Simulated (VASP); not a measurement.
# KCl (Fm-3m) in VASP: further runs, part 2 of 3

VASP 6.6.1.

### Step 3. Electric field gradients, LDA (31.75 Å³/atom)

INCAR

```
PREC = Accurate
ENCUT = 520
EDIFF = 1E-8
ISMEAR = -1
SIGMA = 0.03
LREAL = False
LASPH = True
NELM = 60
ALGO = Normal
ISIF = 2
LWAVE = False
LCHARG = False
GGA = CA
LEFG = True
NBANDS = 15
```

KPOINTS

```
Automatic mesh
0
Gamma
  7 7 7
```

POSCAR

```
KCl
1.0
    0.0000000000      3.1665854591      3.1665854591
    3.1665854591      0.0000000000      3.1665854591
    3.1665854591      3.1665854591      0.0000000000
K Cl
1 1
Direct
    0.0000000000      0.0000000000      0.0000000000
    0.5000000000      0.5000000000      0.5000000000
```

Potentials or basis: VASP PAW LDA potentials, release 64 (K_sv, Cl).

Started as:

```
$ cat potpaw_LDA.64/K_sv/POTCAR potpaw_LDA.64/Cl/POTCAR > POTCAR
$ mpirun -np 1 vasp_std > vasp.out
```

OUTCAR:

```text
PREC = Accurate
   ENCUT = 520
   EDIFF = 1E-8
   ISMEAR = -1
   LREAL = False
   LASPH = True
   NELM = 60
   ISIF = 2
   GGA = CA

 ion  position               nearest neighbor table
   1  0.000  0.000  0.000-   2 3.17   2 3.17   2 3.17   2 3.17   2 3.17   2 3.17
   2  0.500  0.500  0.500-   1 3.17   1 3.17   1 3.17   1 3.17   1 3.17   1 3.17

  LATTYP: Found a face centered cubic cell.
 ALAT       =     6.3331709182

  Lattice vectors:

 A1 = (   0.0000000000,   3.1665854591,   3.1665854591)
 A2 = (   3.1665854591,   0.0000000000,   3.1665854591)
 A3 = (   3.1665854591,   3.1665854591,   0.0000000000)

Analysis of symmetry for initial positions (statically):
=====================================================================
 Subroutine PRICEL returns:
 Original cell was already a primitive cell.

 Routine SETGRP: Setting up the symmetry group for a
 face centered cubic supercell.

 Subroutine GETGRP returns: Found 48 space group operations
 (whereof 48 operations were pure point group operations)
 out of a pool of 48 trial point group operations.

The static configuration has the point symmetry O_h .

Analysis of symmetry for dynamics (positions and initial velocities):
=====================================================================
 Subroutine PRICEL returns:
 Original cell was already a primitive cell.

 Routine SETGRP: Setting up the symmetry group for a
 face centered cubic supercell.

 Subroutine GETGRP returns: Found 48 space group operations
 (whereof 48 operations were pure point group operations)
 out of a pool of 48 trial point group operations.

The dynamic configuration has the point symmetry O_h .

 Subroutine INISYM returns: Found 48 space group operations
 (whereof 48 operations are pure point group operations),
 and found     1 'primitive' translations

----------------------------------------------------------------------------------------

                                     Primitive cell

  volume of cell :      63.5044

  direct lattice vectors                    reciprocal lattice vectors
     0.000000000  3.166585459  3.166585459    -0.157898786  0.157898786  0.157898786
     3.166585459  0.000000000  3.166585459     0.157898786 -0.157898786  0.157898786
     3.166585459  3.166585459  0.000000000     0.157898786  0.157898786 -0.157898786

  length of vectors
     4.478228103  4.478228103  4.478228103     0.273488720  0.273488720  0.273488720

  position of ions in fractional coordinates (direct lattice)
     0.000000000  0.000000000  0.000000000
     0.500000000  0.500000000  0.500000000

  ion indices of the primitive-cell ions
   primitive index   ion index
                 1           1
                 2           2

----------------------------------------------------------------------------------------

 KPOINTS: Automatic mesh

[... 78 lines left out ...]
   EFERMI_NEDOS =   21; number of points for ismear=-14 and -15
   IALGO  =     38    algorithm
   IMIX   =      4    mixing-type and parameters
     AMIX     =   0.40;   BMIX     =  1.00
     AMIX_MAG =   1.60;   BMIX_MAG =  1.00
  volume/ion in A,a.u.               =      31.75       214.27
  Fermi-wavevector in a.u.,A,eV,Ry     =   1.033984  1.953946 14.546287  1.069122
  Thomas-Fermi vector in A             =   2.168257
   LORBIT       =      0    0 simple, 1 ext, 2 COOP (PROOUT), +10 PAW based schemes
   GGA     = CA    functional components
   LHFCALC =     F    Hartree Fock is set to
   AEXX    =    0.0000 exact exchange contribution
   IVDW    =     0    specifies the selected vdW correction
   LEPSILON=     F    determine dielectric tensor
   LRPA    =     F    only Hartree local field effects (RPA)
 non-spin polarized calculation
  energy-cutoff  :      520.00
  volume of cell :       63.50
 maximum number of plane-waves:      1729
 NGX is ok and might be reduce to    36
   NGX = 17   NGY = 17   NGZ = 17

 number of electron      15.9999997 magnetization

 Free energy of the ion-electron system (eV)
  ---------------------------------------------------
  ext. energy  EPLUGINS =         0.00000000
  ---------------------------------------------------
  free energy    TOTEN  =        -7.35472441 eV

  energy without entropy =       -7.35472441  energy(sigma->0) =       -7.35472441

 E-fermi :  -1.5110     XC(G=0):  -8.0316

 val. band max:       -2.1589627519   @ k =   0.0000   0.0000   0.0000
 cond. band min:       2.5268475858   @ k =   0.0000   0.0000   0.0000
 fundamental gap:      4.6858103377
 Fermi energy:        -1.5109735352

 k-point     1 :       0.0000    0.0000    0.0000
  band No.  band energies     occupation
      1     -29.0355      2.00000
      2     -14.1634      2.00000
      3     -12.7328      2.00000
      4     -12.7328      2.00000
      5     -12.7328      2.00000
      6      -2.1590      2.00000
      7      -2.1590      2.00000
      8      -2.1590      2.00000
      9       2.5268      0.00000
     10       5.9170      0.00000
     11       5.9170      0.00000
     12       5.9170      0.00000
     13       6.8382      0.00000
     14       6.8382      0.00000
[... 329 lines left out ...]
      2     -14.1738      2.00000
      3     -12.8398      2.00000
      4     -12.8032      2.00000
      5     -12.6432      2.00000
      6      -2.7625      2.00000
      7      -2.6864      2.00000
      8      -2.5337      2.00000
      9       5.1939      0.00000
     10       5.8793      0.00000
     11       6.9297      0.00000
     12       7.3959      0.00000
     13       8.9409      0.00000
     14       9.0291      0.00000
     15       9.7891      0.00000

------------------------ aborting loop because EDIFF is reached ----------------------------------------

  FORCE on cell =-STRESS in cart. coord.  units (eV):
  Direction    XX          YY          ZZ          XY          YZ          ZX
  --------------------------------------------------------------------------------------
  -------------------------------------------------------------------------------------
  Total       -0.8615991     -0.8615991     -0.8615991      0.0000000      0.0000000      0.0000000
  in kB      -21.7376304    -21.7376304    -21.7376304      0.0000000      0.0000000      0.0000000
  external PRESSURE =     -21.7376304 kB  Pullay stress =       0.0000000 kB

 VOLUME and BASIS-vectors are now :
 -----------------------------------------------------------------------------
  energy-cutoff  :      520.00
  volume of cell :       63.50
      direct lattice vectors                 reciprocal lattice vectors
     0.000000000  3.166585459  3.166585459    -0.157898786  0.157898786  0.157898786
     3.166585459  0.000000000  3.166585459     0.157898786 -0.157898786  0.157898786
     3.166585459  3.166585459  0.000000000     0.157898786  0.157898786 -0.157898786

 POSITION                                       TOTAL-FORCE (eV/Angst)
 -----------------------------------------------------------------------------------
      0.00000      0.00000      0.00000        -0.000000      0.000000     -0.000000
      3.16659      3.16659      3.16659         0.000000     -0.000000      0.000000
 -----------------------------------------------------------------------------------
    total drift:                                0.000000      0.000000      0.000000

  FREE ENERGIE OF THE ION-ELECTRON SYSTEM (eV)
  ---------------------------------------------------
  free  energy   TOTEN  =        -7.3547244122 eV

  energy  without entropy=       -7.3547244122  energy(sigma->0) =       -7.35472441

 Electric field gradients (V/A^2)
---------------------------------------------------------------------
 ion       V_xx      V_yy      V_zz      V_xy      V_xz      V_yz
---------------------------------------------------------------------
   1      -0.000     0.000    -0.000    -0.000    -0.000    -0.000
   2      -0.000    -0.000     0.000    -0.000    -0.000    -0.000
---------------------------------------------------------------------

 Electric field gradients after diagonalization (V/A^2)
 (convention: |V_zz| > |V_xx| > |V_yy|)
----------------------------------------------------------------------
 ion       V_xx      V_yy      V_zz     asymmetry (V_yy - V_xx)/ V_zz
----------------------------------------------------------------------
   1       0.000     0.000    -0.001       0.000
   2       0.000     0.000    -0.000       0.000
----------------------------------------------------------------------

           NMR quadrupolar parameters

 Cq : quadrupolar parameter    Cq=e*Q*V_zz/h
 eta: asymmetry parameters     (V_yy - V_xx)/ V_zz
 Q  : nuclear electric quadrupole moment in mb (millibarn)
----------------------------------------------------------------------
 ion       Cq(MHz)       eta       Q (mb)
----------------------------------------------------------------------
   1      -0.000       0.000       1.000
   2      -0.000       0.000       1.000
----------------------------------------------------------------------
```

stdout:

```text
POSCAR found type information on POSCAR K Cl
 POSCAR found :  2 types and       2 ions
 scaLAPACK will be used
 LDA part: xc-table for (Slater(with rela. corr.)+CA(PZ))
 , standard interpolation
 POSCAR, INCAR and KPOINTS ok, starting setup
 FFT: planning ... GRIDC
 FFT: planning ... GRID_SOFT
 FFT: planning ... GRID
 WAVECAR not read
 entering main loop
ion   1

ion   2
```

Run time: 32 s. Hardware: 1 thread of Intel Xeon 8259CL, shared host; peak memory 0.18 GiB.

What came out:

* Free energy: -7.3547 eV
* Pressure: -2.2 GPa
* Band gap on the k mesh: 4.69 eV
* Largest electric field gradient by atom: zero within the noise of the run

Caveat: an odd mesh through Γ misses points on the zone boundary, where band edges can lie.

### Step 4. Electric field gradients, LDA (31.12 Å³/atom)

This run uses another cell than the first one, of 31.12 Å³/atom.

INCAR

```
  PREC = Accurate
  ENCUT = 520
  EDIFF = 1E-8
  ISMEAR = -1
  SIGMA = 0.03
  LREAL = F
  LASPH = T
  NELM = 60
  ALGO = Normal
  ISIF = 2
  LWAVE = F
  LCHARG = F
  GGA = CA
  LEFG = T
  NBANDS = 15
```

KPOINTS

```
regular mesh
0
Gamma
  7 7 7
```

POSCAR

```
KCl
1.0
    0.0000000000      3.1455444028      3.1455444028
    3.1455444028      0.0000000000      3.1455444028
    3.1455444028      3.1455444028      0.0000000000
K Cl
1 1
Direct
    0.0000000000      0.0000000000      0.0000000000
    0.5000000000      0.5000000000      0.5000000000
```

Potentials or basis: VASP PAW LDA potentials, release 64 (K_sv, Cl).

Started as:

```
$ cat potpaw_LDA.64/K_sv/POTCAR potpaw_LDA.64/Cl/POTCAR > POTCAR
$ mpirun -np 1 vasp_std > vasp.out
```

OUTCAR:

```text
PREC = Accurate
   ENCUT = 520
   EDIFF = 1E-8
   ISMEAR = -1
   LREAL = F
   LASPH = T
   NELM = 60
   ISIF = 2
   GGA = CA

 ion  position               nearest neighbor table
   1  0.000  0.000  0.000-   2 3.15   2 3.15   2 3.15   2 3.15   2 3.15   2 3.15
   2  0.500  0.500  0.500-   1 3.15   1 3.15   1 3.15   1 3.15   1 3.15   1 3.15

  LATTYP: Found a face centered cubic cell.
 ALAT       =     6.2910888056

  Lattice vectors:

 A1 = (   0.0000000000,   3.1455444028,   3.1455444028)
 A2 = (   3.1455444028,   0.0000000000,   3.1455444028)
 A3 = (   3.1455444028,   3.1455444028,   0.0000000000)

Analysis of symmetry for initial positions (statically):
=====================================================================
 Subroutine PRICEL returns:
 Original cell was already a primitive cell.

 Routine SETGRP: Setting up the symmetry group for a
 face centered cubic supercell.

 Subroutine GETGRP returns: Found 48 space group operations
[... 540 lines left out ...]
  volume of cell :       62.25
      direct lattice vectors                 reciprocal lattice vectors
     0.000000000  3.145544403  3.145544403    -0.158954997  0.158954997  0.158954997
     3.145544403  0.000000000  3.145544403     0.158954997 -0.158954997  0.158954997
     3.145544403  3.145544403  0.000000000     0.158954997  0.158954997 -0.158954997

 POSITION                                       TOTAL-FORCE (eV/Angst)
 -----------------------------------------------------------------------------------
      0.00000      0.00000      0.00000         0.000000     -0.000000      0.000000
      3.14554      3.14554      3.14554        -0.000000      0.000000     -0.000000
 -----------------------------------------------------------------------------------
    total drift:                                0.000000      0.000000      0.000000

  FREE ENERGIE OF THE ION-ELECTRON SYSTEM (eV)
  ---------------------------------------------------
  free  energy   TOTEN  =        -7.3704384777 eV

  energy  without entropy=       -7.3704384777  energy(sigma->0) =       -7.37043848

 Electric field gradients (V/A^2)
---------------------------------------------------------------------
 ion       V_xx      V_yy      V_zz      V_xy      V_xz      V_yz
---------------------------------------------------------------------
   1      -0.000     0.000     0.000    -0.000    -0.000    -0.000
   2       0.000    -0.000     0.000    -0.000    -0.000    -0.000
---------------------------------------------------------------------

 Electric field gradients after diagonalization (V/A^2)
 (convention: |V_zz| > |V_xx| > |V_yy|)
----------------------------------------------------------------------
 ion       V_xx      V_yy      V_zz     asymmetry (V_yy - V_xx)/ V_zz
----------------------------------------------------------------------
   1       0.000     0.000    -0.000       0.000
   2       0.000     0.000    -0.001       0.000
----------------------------------------------------------------------

           NMR quadrupolar parameters

 Cq : quadrupolar parameter    Cq=e*Q*V_zz/h
 eta: asymmetry parameters     (V_yy - V_xx)/ V_zz
 Q  : nuclear electric quadrupole moment in mb (millibarn)
----------------------------------------------------------------------
 ion       Cq(MHz)       eta       Q (mb)
----------------------------------------------------------------------
   1      -0.000       0.000       1.000
   2      -0.000       0.000       1.000
----------------------------------------------------------------------
```

OSZICAR:

```text
N       E                     dE             d eps       ncg     rms          rms(c)
DAV:   1     0.103980336963E+03    0.10398E+03   -0.70219E+03   600   0.961E+02
DAV:   2    -0.884813560406E+00   -0.10487E+03   -0.94452E+02   754   0.248E+02
DAV:   3    -0.741264836009E+01   -0.65278E+01   -0.64886E+01   824   0.526E+01
DAV:   4    -0.766491635360E+01   -0.25227E+00   -0.25218E+00   894   0.100E+01
DAV:   5    -0.766723272851E+01   -0.23164E-02   -0.23163E-02   817   0.107E+00    0.344E+00
DAV:   6    -0.739855830065E+01    0.26867E+00   -0.36805E-01   719   0.321E+00    0.276E+00
DAV:   7    -0.737098372556E+01    0.27575E-01   -0.59517E-02   824   0.153E+00    0.160E+00
DAV:   8    -0.737032763425E+01    0.65609E-03   -0.10558E-02   863   0.776E-01    0.230E-01
DAV:   9    -0.737031805183E+01    0.95824E-05   -0.50478E-04   775   0.133E-01    0.803E-02
DAV:  10    -0.737043684716E+01   -0.11880E-03   -0.77263E-05   657   0.641E-02    0.120E-02
DAV:  11    -0.737043802770E+01   -0.11805E-05   -0.33548E-06   916   0.129E-02    0.559E-03
DAV:  12    -0.737043849261E+01   -0.46492E-06   -0.12466E-06   677   0.773E-03    0.282E-03
DAV:  13    -0.737043847660E+01    0.16008E-07   -0.19780E-07   803   0.323E-03    0.747E-04
DAV:  14    -0.737043847770E+01   -0.10959E-08   -0.14907E-08   739   0.764E-04
   1 F= -.73704385E+01 E0= -.73704385E+01  d E =-.114149E-11
```

Run time: 31 s. Hardware: 1 thread of Intel Xeon 8259CL, shared host; peak memory 0.18 GiB.

Results:

```yaml
Free_energy: -7.3704 eV
Pressure: -1.9 GPa
Band_gap_on_the_k_mesh: 4.75 eV
Largest_electric_field_gradient_by_atom: zero within the noise of the run
```

Caveat: an odd mesh through Γ misses points on the zone boundary, where band edges can lie.

(Continued in part 3 of 3.)
